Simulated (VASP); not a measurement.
Input of a VASP 6.6.1 run:

INCAR

```
  PREC = Accurate
  ENCUT = 520
  EDIFF = 1E-6
  ISMEAR = 0
  SIGMA = 0.1
  LREAL = False
  LASPH = True
  NELM = 80
  ALGO = Fast
  ISIF = 2
  LWAVE = False
  LCHARG = False
  GGA = PE
  IVDW = 12
  NBANDS = 20
```

KPOINTS

```
Automatic mesh
0
Gamma
  15 15 8
```

The input POSCAR:

```
In
1.0
    3.3637180511      0.0000000000      0.0000000000
   -1.6818590256      2.9130652834      0.0000000000
    0.0000000000      0.0000000000      5.5160311450
In
2
Direct
    0.3333333333      0.6666666667      0.2500000000
    0.6666666667      0.3333333333      0.7500000000
```

Potentials or basis: VASP PAW PBE potentials, release 64 (In_d).

Launch:

```console
$ cat potpaw_PBE.64/In_d/POTCAR > POTCAR
$ mpirun -np 1 vasp_std > vasp.out
```

Task: Predict the dispersion energy per atom.

Result: -0.327 eV.

Task: What does it give for the band gap on the k mesh?

Result: Zero (bands 13 and 14 overlap by 6.05 eV).

Task: Estimate the pressure.

Result: -1.1 GPa.

Stress tensor (GPa, compression positive):
```
-1.10  0.00  0.00
 0.00 -1.10  0.00
 0.00  0.00 -1.21
```

Caveat: spin-orbit coupling is left out, which moves the levels of the heavy elements.
